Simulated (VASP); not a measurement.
Runs of VASP 6.6.1 on GaGe2. The structure is that of space group P6/mmm (No. 191), or close to it. The cells are those of the table. 

```csv
task,cell,k mesh,cutoff (eV),gap on the mesh (eV),pressure (GPa)
single point,"a = 4.349, b = 4.349, c = 3.824 Å, angles 90.0, 90.0, 120.0°, 3 atoms",12 × 12 × 10,520,none,(a)
relaxation of cell and atoms,"relaxed from a = 3.761, b = 3.761, c = 4.061 Å, angles 90.0, 90.0, 120.0°, 3 atoms",6 × 6 × 4,600,none,0.2
single point,"a = 4.248, b = 4.248, c = 4.170 Å, angles 90.0, 90.0, 120.0°, 3 atoms",6 × 6 × 4,520,none,0.0
single point,"a = 3.761, b = 3.761, c = 4.061 Å, angles 90.0, 90.0, 120.0°, 3 atoms",6 × 6 × 4,520,none,33.2
```

Alike in all rows: level r2SCAN; potentials or basis VASP PAW PBE potentials, release 64 (Ga_d, Ge_d); no spin polarisation; smearing gaussian 0.1 eV.

Problem. Estimate the missing entries.

Solution. (a) -0.1.

Caveats: some runs use coarse meshes; the PAW data sets were made with another functional, which shifts forces and pressure a little.

A k mesh can miss the band edges, and the runs leave out spin-orbit coupling on Ga, Ge.

A gap of «none» marks levels without a gap at the run's occupations.
